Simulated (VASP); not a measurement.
GeSe7, 8 atoms in the cell. Symmetry: Fm-3m, No. 225, cubic system. Conventional cell: a = 8.714 Å, b = 8.714 Å, c = 8.714 Å, α = 90.00°, β = 90.00°, γ = 90.00°. Ge (site symmetry m-3m) has 12 Se at 3.08 Å within 4.1 Å. Se (site symmetry m-3m) has 12 Se at 3.08 Å within 4.1 Å. Within 4.1 Å of Se (site symmetry mmm) lie 2 Ge at 3.08 Å and 10 Se at 3.08 Å. 

* Program: VASP 6.6.1
* Task: single point
* Functional: PBE
* Potentials or basis: VASP PAW PBE potentials, release 64 (Ge_d, Se)
* Cutoff: 520 eV
* k mesh: 8 × 8 × 8
* Occupations: gaussian, width 0.1 eV
* Spin: no spin polarisation
* Dipole correction: no
* Further INCAR settings: ALGO = Normal; EDIFF = 1e-07; NBANDS = 38

Potentials or basis: VASP PAW PBE potentials, release 64 (Ge_d, Se).

Launch:

```sh
$ cat potpaw_PBE.64/Ge_d/POTCAR potpaw_PBE.64/Se/POTCAR > POTCAR
$ mpirun -np 1 vasp_std > vasp.out
```

Hardware: 1 thread of Intel(R) Xeon(R) 6975P-C (Granite Rapids) (shared host).

Task: Estimate the wall time of this run.

Result: Wall time 110 s on 1 thread of Intel(R) Xeon(R) 6975P-C (Granite Rapids), on a shared host, peak memory 0.4 GiB. Counts: scf iterations 15, k points 29.
